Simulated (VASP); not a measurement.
Set up this calculation in VASP 6.6.1, as the native input.

```
Task                   : single point
Functional             : PBEsol
Potentials or basis    : VASP PAW PBE potentials, release 64 (Mg, O)
Cutoff                 : 520 eV
k mesh                 : 10 × 10 × 10
Occupations            : fermi-dirac, width 0.05 eV
Spin                   : no spin polarisation
Dipole correction      : no
Further INCAR settings : ALGO = Normal; EDIFF = 1e-06; NBANDS = 11
```

The structure of MgO lies in POSCAR:

```
MgO
1.0
    2.8780444641      0.0000000000      0.0000000000
   -1.4390222320      2.4924596191      0.0000000000
    0.0000000000      0.0000000000      2.6249773038
Mg O
1 1
Direct
    0.0000000000      0.0000000000      0.0000000000
    0.3333333333      0.6666666667      0.5000000000
```

This cell differs from its parent crystal: volume scaled by 0.94.

One way to write it, as run:

INCAR

```
ALGO = Normal ; EDIFF = 1E-6
ENCUT = 520 ; GGA = PS
ISIF = 2 ; ISMEAR = -1
LASPH = T ; LCHARG = T
LELF = T ; LREAL = F
LVHAR = T ; LWAVE = F
NBANDS = 11 ; NELM = 80
PREC = Accurate ; SIGMA = 0.05
```

KPOINTS

```
k-points
0
Gamma
  10 10 10
```

Potentials or basis: VASP PAW PBE potentials, release 64 (Mg, O).

Launch:

```bash
$ cat potpaw_PBE.64/Mg/POTCAR potpaw_PBE.64/O/POTCAR > POTCAR
$ mpirun -np 1 vasp_std > vasp.out
```

Results of the run:

The pressure is 4.9 GPa. The band gap on the k mesh is 3.40 eV, indirect (least direct gap 3.81 eV).

Caveat: the PAW data sets were made with another functional, which shifts forces and pressure a little.

Run time: 27 s on 1 thread of Intel Xeon 8259CL, on a shared host, peak memory 0.14 GiB.
